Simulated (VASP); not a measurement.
# MgS (I4/mmm) in VASP: further runs

MgS is run at these levels: LDA; tasks: single point.

Program: VASP 6.6.1. These are calculated values, not measurements. Logs are shortened: lines on timing, memory, paths and dates and some standing lists are left out, and cuts for length are marked.

### Step 1. The cell of the first run

The structure is tetragonal, space group I4/mmm (No. 139). Conventional cell: a = 3.606 Å, b = 3.606 Å, c = 5.203 Å, α = 90.00°, β = 90.00°, γ = 90.00°. Within 3.4 Å of Mg (site symmetry 4/mmm) lie 6 S at 2.55 to 2.60 Å. S (site symmetry 4/mmm) has 6 Mg at 2.55 to 2.60 Å within 3.4 Å.

### Step 2. Single point, LDA (equal xx and yy strain of -2 %)

INCAR reads:

```
SYSTEM = MgS
ALGO     = Normal         ! electronic algorithm
EDIFF    = 1E-7           ! SCF threshold, eV
ENCUT    = 520            ! plane-wave cutoff, eV
GGA      = CA             ! functional
ISIF     = 2              ! what is computed and relaxed
ISMEAR   = -1             ! smearing method
LASPH    = .TRUE.         ! aspherical terms in the spheres
LCHARG   = .FALSE.        ! write CHGCAR
LREAL    = .FALSE.        ! projectors in reciprocal space
LWAVE    = .FALSE.        ! write WAVECAR
NBANDS   = 11             ! bands
NELM     = 60             ! most SCF steps
PREC     = Accurate       ! precision mode
SIGMA    = 0.01           ! smearing width, eV
```

KPOINTS reads:

```
k-points
0
G
  8 8 8
  0 0 0
```

POSCAR reads:

```
MgS
1.0
    0.0000000000      2.5496170000      2.6016500000
    2.5496170000      0.0000000000      2.6016500000
    2.5496170000      2.5496170000      0.0000000000
Mg S
1 1
Direct
    0.0000000000      0.0000000000      0.0000000000
    0.5000000000      0.5000000000      0.5000000000
```

Potentials or basis: VASP PAW LDA potentials, release 64 (Mg, S).

Started as:

```
> cat potpaw_LDA.64/Mg/POTCAR potpaw_LDA.64/S/POTCAR > POTCAR
> mpirun -np 1 vasp_std > vasp.out
```

OUTCAR:

```text
SYSTEM = MgS
   EDIFF = 1E-7
   ENCUT = 520
   GGA = CA
   ISIF = 2
   ISMEAR = -1
   LASPH = .TRUE.
   LREAL = .FALSE.
   NELM = 60
   PREC = Accurate

 ion  position               nearest neighbor table
   1  0.000  0.000  0.000-   2 2.55   2 2.55   2 2.55   2 2.55   2 2.60   2 2.60
   2  0.500  0.500  0.500-   1 2.55   1 2.55   1 2.55   1 2.55   1 2.60   1 2.60

  LATTYP: Found a body centered tetragonal cell.
 ALAT       =     3.6057029403
 C/A-ratio  =     1.4430750636

  Lattice vectors:

 A1 = (  -2.5496170000,   0.0000000000,   2.6016500000)
 A2 = (   2.5496170000,   0.0000000000,   2.6016500000)
 A3 = (   0.0000000000,   2.5496170000,  -2.6016500000)

Analysis of symmetry for initial positions (statically):
=====================================================================
 Subroutine PRICEL returns:
 Original cell was already a primitive cell.

 Routine SETGRP: Setting up the symmetry group for a
 body centered tetragonal supercell.

 Subroutine GETGRP returns: Found 16 space group operations
 (whereof 16 operations were pure point group operations)
 out of a pool of 16 trial point group operations.

The static configuration has the point symmetry D_4h.

Analysis of symmetry for dynamics (positions and initial velocities):
=====================================================================
 Subroutine PRICEL returns:
 Original cell was already a primitive cell.

 Routine SETGRP: Setting up the symmetry group for a
 body centered tetragonal supercell.

 Subroutine GETGRP returns: Found 16 space group operations
 (whereof 16 operations were pure point group operations)
 out of a pool of 16 trial point group operations.

The dynamic configuration has the point symmetry D_4h.

 Subroutine INISYM returns: Found 16 space group operations
 (whereof 16 operations are pure point group operations),
 and found     1 'primitive' translations

----------------------------------------------------------------------------------------

                                     Primitive cell

  volume of cell :      33.8243

  direct lattice vectors                    reciprocal lattice vectors
     0.000000000  2.549617000  2.601650000    -0.196107886  0.196107886  0.192185728
     2.549617000  0.000000000  2.601650000     0.196107886 -0.196107886  0.192185728
     2.549617000  2.549617000  0.000000000     0.196107886  0.196107886 -0.192185728

  length of vectors
     3.642681645  3.642681645  3.605702940     0.337419561  0.337419561  0.337419561

  position of ions in fractional coordinates (direct lattice)
     0.000000000  0.000000000  0.000000000
     0.500000000  0.500000000  0.500000000

  ion indices of the primitive-cell ions
   primitive index   ion index
                 1           1
                 2           2

----------------------------------------------------------------------------------------

 KPOINTS: k-points

Automatic generation of k-mesh.
 Grid dimensions read from file:
 generate k-points for:    8    8    8

 Generating k-lattice:

  Cartesian coordinates                     Fractional coordinates (reciprocal lattice)
    -0.024513486  0.024513486  0.024023216     0.125000000  0.000000000  0.000000000
     0.024513486 -0.024513486  0.024023216     0.000000000  0.125000000  0.000000000
     0.024513486  0.024513486 -0.024023216     0.000000000  0.000000000  0.125000000

  Length of vectors
     0.042177445  0.042177445  0.042177445

  Shift w.r.t. Gamma in fractional coordinates (k-lattice)
     0.000000000  0.000000000  0.000000000

 Subroutine IBZKPT returns following result:
 ===========================================

 Found     59 irreducible k-points:

 Following reciprocal coordinates:
            Coordinates               Weight
  0.000000  0.000000  0.000000      1.000000
  0.125000  0.000000  0.000000      8.000000
  0.250000  0.000000  0.000000      8.000000
  0.375000  0.000000  0.000000      8.000000
  0.500000  0.000000  0.000000      4.000000
  0.125000  0.125000  0.000000      2.000000
[... 16 lines left out ...]
  0.250000  0.000000  0.125000     16.000000
  0.375000  0.000000  0.125000     16.000000
 [... further k-points ...]
   k-points           NKPTS =     59   k-points in BZ     NKDIM =     59   number of bands    NBANDS=     11
   number of dos      NEDOS =    301   number of ions     NIONS =      2
   total plane-waves  NPLWV =  21952
   dimension x,y,z NGX =    28 NGY =   28 NGZ =   28
   dimension x,y,z NGXF=    56 NGYF=   56 NGZF=   56
   ions per type =               1   1
   NGX,Y,Z   is equivalent  to a cutoff of  12.78, 12.78, 12.91 a.u.
   NGXF,Y,Z  is equivalent  to a cutoff of  25.56, 25.56, 25.82 a.u.
 SYSTEM =  MgS
   PREC   = accura    normal or accurate (medium, high low for compatibility)
   ISTART =      0    job   : 0-new  1-cont  2-samecut
   ICHARG =      2    charge: 1-file 2-atom 10-const
   ISPIN  =      1    spin polarized calculation?
   LNONCOLLINEAR =      F non collinear calculations
   LSORBIT =      F    spin-orbit coupling
   LASPH  =      T    aspherical Exc in radial PAW
   ENCUT  =  520.0 eV  38.22 Ry    6.18 a.u.   6.77  6.77  6.70*2*pi/ulx,y,z
   NELM   =     60;   NELMIN=  2; NELMDL= -5     # of ELM steps
   EDIFF  = 0.1E-06   stopping-criterion for ELM
   LREAL  =      F    real-space projection
   EDIFFG = 0.1E-05   stopping-criterion for IOM
   NSW    =      0    number of steps for IOM
   IBRION =     -1    ionic relax: 0-MD 1-quasi-New 2-CG
   NFREE  =      0    steps in history (QN), initial steepest desc. (CG)
   ISIF   =      2    stress and relaxation
   ISYM   =      2    0-nonsym 1-usesym 2-fastsym
   POTIM  = 0.5000    time-step for ionic-motion
   TEBEG  =    0.0;   TEEND  =   0.0 temperature during run
   PSTRESS=    0.0 pullay stress
   NELECT =       8.0000    total number of electrons
   NUPDOWN=      -1.0000    fix difference up-down
   EMIN   =  10.00;   EMAX   =-10.00  energy-range for DOS
   EFERMI =   0.00;   METHOD = LEGACY
   ISMEAR =    -1;   SIGMA  =   0.01  broadening in eV -4-tet -1-fermi 0-gaus
   EFERMI_NEDOS =   21; number of points for ismear=-14 and -15
   IALGO  =     38    algorithm
   IMIX   =      4    mixing-type and parameters
     AMIX     =   0.40;   BMIX     =  1.00
     AMIX_MAG =   1.60;   BMIX_MAG =  1.00
  volume/ion in A,a.u.               =      16.91       114.13
  Fermi-wavevector in a.u.,A,eV,Ry     =   1.012423  1.913202 13.945970  1.025000
  Thomas-Fermi vector in A             =   2.145531
   LORBIT       =      0    0 simple, 1 ext, 2 COOP (PROOUT), +10 PAW based schemes
   GGA     = CA    functional components
   LHFCALC =     F    Hartree Fock is set to
   AEXX    =    0.0000 exact exchange contribution
   IVDW    =     0    specifies the selected vdW correction
   LEPSILON=     F    determine dielectric tensor
   LRPA    =     F    only Hartree local field effects (RPA)
 non-spin polarized calculation
  energy-cutoff  :      520.00
  volume of cell :       33.82
 maximum number of plane-waves:       926
   NGX = 13   NGY = 13   NGZ = 13

 number of electron       7.9999999 magnetization

 Free energy of the ion-electron system (eV)
  ---------------------------------------------------
  ext. energy  EPLUGINS =         0.00000000
  ---------------------------------------------------
  free energy    TOTEN  =        -9.58831535 eV

  energy without entropy =       -9.58831535  energy(sigma->0) =       -9.58831535

 E-fermi :   4.1923     XC(G=0): -10.1546

 val. band max:        4.0086910109   @ k =   0.0000   0.0000   0.0000
 cond. band min:       6.5606772708   @ k =   0.5000   0.0000   0.5000
 fundamental gap:      2.5519862599
 Fermi energy:         4.1922825555

 k-point     1 :       0.0000    0.0000    0.0000
  band No.  band energies     occupation
      1      -8.9271      2.00000
      2       3.9224      2.00000
      3       3.9224      2.00000
      4       4.0087      2.00000
      5       7.7683      0.00000
      6      11.6196      0.00000
      7      11.8348      0.00000
      8      11.8348      0.00000
      9      14.1129      0.00000
     10      14.4027      0.00000
     11      16.4036      0.00000

 k-point     2 :       0.1250    0.0000    0.0000
  band No.  band energies     occupation
      1      -8.7638      2.00000
      2       2.8462      2.00000
      3       3.8223      2.00000
      4       3.8593      2.00000
      5       8.5661      0.00000
      6      11.4678      0.00000
      7      11.9472      0.00000
      8      12.1115      0.00000
      9      13.5012      0.00000
     10      13.7172      0.00000
     11      16.6463      0.00000

 k-point     3 :       0.2500    0.0000    0.0000
  band No.  band energies     occupation
      1      -8.3186      2.00000
      2       0.9902      2.00000
      3       3.5940      2.00000
      4       3.6048      2.00000
      5       8.8741      0.00000
      6      11.5424      0.00000
      7      11.7922      0.00000
      8      12.3311      0.00000
      9      14.1813      0.00000
     10      14.2069      0.00000
     11      15.8433      0.00000

 k-point     4 :       0.3750    0.0000    0.0000
  band No.  band energies     occupation
      1      -7.7659      2.00000
      2      -0.5493      2.00000
      3       3.3639      2.00000
      4       3.4141      2.00000
      5       8.5335      0.00000
      6      10.8835      0.00000
      7      11.1092      0.00000
      8      13.9211      0.00000
      9      15.4960      0.00000
     10      16.1853      0.00000
     11      16.2641      0.00000

 k-point     5 :       0.5000    0.0000    0.0000
  band No.  band energies     occupation
      1      -7.4857      2.00000
      2      -1.1751      2.00000
      3       3.2765      2.00000
      4       3.3414      2.00000
      5       8.3811      0.00000
      6      10.6404      0.00000
      7      10.8537      0.00000
      8      14.2322      0.00000
      9      16.1250      0.00000
     10      18.3943      0.00000
     11      18.5799      0.00000
[... 211 lines left out ...]
 k-point    21 :       0.5000    0.5000    0.0000
  band No.  band energies     occupation
      1      -7.1315      2.00000
      2      -0.5352      2.00000
      3       2.2150      2.00000
      4       2.2150      2.00000
      5       6.6775      0.00000
      6       8.1255      0.00000
      7      16.0027      0.00000
      8      16.7899      0.00000
      9      17.5537      0.00000
     10      17.5537      0.00000
     11      20.0785      0.00000

 k-point    22 :       0.1250    0.0000    0.1250
  band No.  band energies     occupation
      1      -8.7065      2.00000
      2       2.8743      2.00000
      3       3.5450      2.00000
      4       3.6570      2.00000
      5       8.9320      0.00000
      6      10.8022      0.00000
      7      12.3932      0.00000
      8      12.5010      0.00000
      9      12.5016      0.00000
     10      14.4609      0.00000
     11      17.3779      0.00000

 k-point    23 :       0.2500    0.0000    0.1250
  band No.  band energies     occupation
      1      -8.3534      2.00000
      2       1.4928      2.00000
      3       3.2679      2.00000
      4       3.3666      2.00000
      5       9.4689      0.00000
      6      10.6669      0.00000
      7      11.3697      0.00000
      8      12.6252      0.00000
      9      13.7225      0.00000
     10      14.9608      0.00000
     11      17.2756      0.00000

 k-point    24 :       0.3750    0.0000    0.1250
  band No.  band energies     occupation
      1      -7.8280      2.00000
      2      -0.0321      2.00000
      3       2.9761      2.00000
      4       3.0808      2.00000
      5       9.1309      0.00000
      6      10.5535      0.00000
      7      11.8816      0.00000
      8      12.2564      0.00000
      9      15.4147      0.00000
     10      16.8429      0.00000
     11      16.9529      0.00000

 [... further k-points ...]
[... 5 lines left out ...]
  --------------------------------------------------------------------------------------
  -------------------------------------------------------------------------------------
  Total        0.0081963      0.0081963     -0.4863840      0.0000000      0.0000000      0.0000000
  in kB        0.3882412      0.3882412    -23.0388656      0.0000000      0.0000000      0.0000000
  external PRESSURE =      -7.4207944 kB  Pullay stress =       0.0000000 kB

 VOLUME and BASIS-vectors are now :
 -----------------------------------------------------------------------------
  energy-cutoff  :      520.00
  volume of cell :       33.82
      direct lattice vectors                 reciprocal lattice vectors
     0.000000000  2.549617000  2.601650000    -0.196107886  0.196107886  0.192185728
     2.549617000  0.000000000  2.601650000     0.196107886 -0.196107886  0.192185728
     2.549617000  2.549617000  0.000000000     0.196107886  0.196107886 -0.192185728

 POSITION                                       TOTAL-FORCE (eV/Angst)
 -----------------------------------------------------------------------------------
      0.00000      0.00000      0.00000         0.000000     -0.000000      0.000000
      2.54962      2.54962      2.60165         0.000000      0.000000      0.000000
 -----------------------------------------------------------------------------------
    total drift:                                0.000000      0.000000      0.000000

  FREE ENERGIE OF THE ION-ELECTRON SYSTEM (eV)
  ---------------------------------------------------
  free  energy   TOTEN  =        -9.5883153498 eV

  energy  without entropy=       -9.5883153498  energy(sigma->0) =       -9.58831535
```

It took 37 s on 1 thread of Intel Xeon 8259CL, shared host; peak memory 0.15 GiB.

Results:

```
Free energy            : -9.5883 eV
Pressure               : -0.7 GPa
Band gap on the k mesh : 2.55 eV, indirect (least direct gap 3.76 eV)
```

Levels at points of the mesh, in eV from the valence-band top:
```
           k point  band 1  band 2  band 3  band 4  band 5  band 6  band 7  band 8  band 9
(0.00, 0.00, 0.00)  -12.94   -0.09   -0.09    0.00    3.76    7.61    7.83    7.83   10.10
(0.50, 0.00, 0.00)  -11.49   -5.18   -0.73   -0.67    4.37    6.63    6.84   10.22   12.12
(0.50, 0.50, 0.00)  -11.14   -4.54   -1.79   -1.79    2.67    4.12   11.99   12.78   13.54
(0.50, 0.00, 0.50)  -11.06   -4.52   -1.98   -1.80    2.55    4.05   12.20   12.82   13.12
```

Caveat: the cell differs from its parent crystal (equal xx and yy strain of -2 %).

(Part 1 of 2 ends here.)
